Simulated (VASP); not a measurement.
## CoO: single point with PBE

The system is CoO, a wire with vacuum.

```
Co O
1.0
     9.00000    0.00000    0.00000
     0.00000    9.30000    0.00000
     0.00000    0.00000    3.46503
Co O
1 1
Direct
  0.50000 0.50000 0.00000
  0.50000 0.50000 0.50000
```

```yaml
Program: VASP 6.6.1
Task: single point
Functional: PBE
Potentials_or_basis: VASP PAW PBE potentials, release 64 (Co_sv, O)
Cutoff: 520 eV
k_mesh: 1 × 1 × 17
Occupations: gaussian, width 0.05 eV
Spin: collinear spin, ferromagnetic start
Starting_moments: "[2.74, 0.5] μB"
Dipole_correction: no
Further_INCAR_settings: ALGO = Normal; EDIFF = 1e-06; NBANDS = 22
```

- Net moment: 2.06 μB per cell
- Site moments: Co +1.67; O +0.11 μB
- Valence electrons inside the program's atomic spheres: Co 14.98; O 4.98

Levels at points of the mesh, in eV from the Fermi level:
Spin up:
```csv
k point,band 10,band 11,band 12,band 13,band 14,band 15,band 16,band 17
"(0.00, 0.00, 0.00)",-2.32,-2.05,-1.61,-1.61,2.95,4.71,4.76,5.25
```
Spin down:
```tsv
k point	band 7	band 8	band 9	band 10	band 11	band 12	band 13	band 14
(0.00, 0.00, 0.00)	-3.02	-3.02	-0.51	-0.50	-0.48	-0.06	-0.06	3.44
```

It took 3.8 min on 1 thread of AMD EPYC 7R13 Processor (Zen 3), on a shared host, peak memory 0.49 GiB.

Caveat: semilocal functionals often make such compounds metallic where correlation or magnetic order opens a gap, which also shifts bond lengths. With open d or f shells a metallic result of PBE can be an artefact of self-interaction; +U or a hybrid may open a gap.
